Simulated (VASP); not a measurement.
Here is a VASP 6.6.1 calculation.

INCAR

```
ALGO = Normal
EDIFF = 1E-6
ENCUT = 520
GGA = PS
ISIF = 2
ISMEAR = -1
LASPH = True
LCHARG = False
LREAL = False
LWAVE = False
NBANDS = 11
NELM = 60
PREC = Accurate
SIGMA = 0.05
```

KPOINTS

```
k-points
0
Gamma
  12 12 12
```

File POSCAR:

```
Pd
1.0
    0.0000000000      1.9222420244      1.9222420244
    1.9222420244      0.0000000000      1.9222420244
    1.9222420244      1.9222420244      0.0000000000
Pd
1
Direct
    0.0000000000      0.0000000000      0.0000000000
```

Potentials or basis: VASP PAW PBE potentials, release 64 (Pd).

Run with:

```sh
$ cat potpaw_PBE.64/Pd/POTCAR > POTCAR
$ mpirun -np 1 vasp_std > vasp.out
```

**Question.** Estimate the band gap on the k mesh.

**Answer.** Zero (band 5 reaches 10.58 eV, above the bottom of band 6 at 8.89 eV).

**Question.** What does it give for the pressure?

**Answer.** 4.6 GPa.

Caveat: the PAW data sets were made with another functional, which shifts forces and pressure a little.
